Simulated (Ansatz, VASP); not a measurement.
## BAs in VASP and in Ansatz

The input INCAR:

```
SYSTEM = BAs
PREC = Accurate
ENCUT = 520
EDIFF = 1E-8
ISMEAR = -1
SIGMA = 0.03
LREAL = .False.
LASPH = .True.
NELM = 60
ALGO = Normal
ISIF = 2
LWAVE = .False.
LCHARG = .False.
LEFG = .True.
NBANDS = 11
```

Contents of KPOINTS:

```
Automatic mesh
0
Gamma
  15 15 15
  0 0 0
```

POSCAR

```
BAs
1.0
    0.0000000000      2.3885000000      2.4601550000
    2.3885000000      0.0000000000      2.4601550000
    2.3885000000      2.3885000000      0.0000000000
B As
1 1
Direct
    0.0000000000      0.0000000000      0.0000000000
    0.7500000000      0.7500000000      0.7500000000
```

Input for Ansatz:

```yaml
crystal:
  lattice:
    - [0.0, 2.3885, 2.460155]
    - [2.3885, 0.0, 2.460155]
    - [2.3885, 2.3885, 0.0]
  atoms:
    - { symbol: B, position: [0.0, 0.0, 0.0] }
    - { symbol: As, position: [0.75, 0.75, 0.75] }
kpoints:
  mp_grid: { grid: [15, 15, 15] }
scf:
  occupations: { method: fermi_dirac, width: 0.03 }
hamiltonian:
  xc: lda
  pseudopotentials: { kind: all_electron, datasets: crystal }
output:
  forces: true
  stress: true
  eigenvalues: true
  efg: { contact_densities: true }
```

Change from the starting cell: zz strain of +3 %, crystal datasets.

Alike in both runs: task electric field gradients; functional LDA; k mesh 15 × 15 × 15; occupations fermi-dirac, width 0.03 eV; no spin polarisation.

|  | VASP | Ansatz |
| --- | --- | --- |
| version | VASP 6.6.1 | Ansatz 0.2.0 |
| potentials or method | VASP PAW LDA potentials, release 64 (B, As), cutoff 520 eV | all-electron PAW with datasets made for the crystal, scalar-relativistic |

```tsv
	VASP	Ansatz	Ansatz less VASP
pressure (GPa)	-6.8	-7.6	-0.73
traceless stress, the component that is largest in VASP (GPa)	-4.15	-4.17	-0.018
size of Vzz on the site where it differs most (V/Å²)	4.2	3.9	-0.30
```

LDA's correlation is that of Perdew and Zunger in VASP and of Perdew and Wang (1992) in Ansatz. Ansatz ran all-electron here, and VASP with PAW potentials.
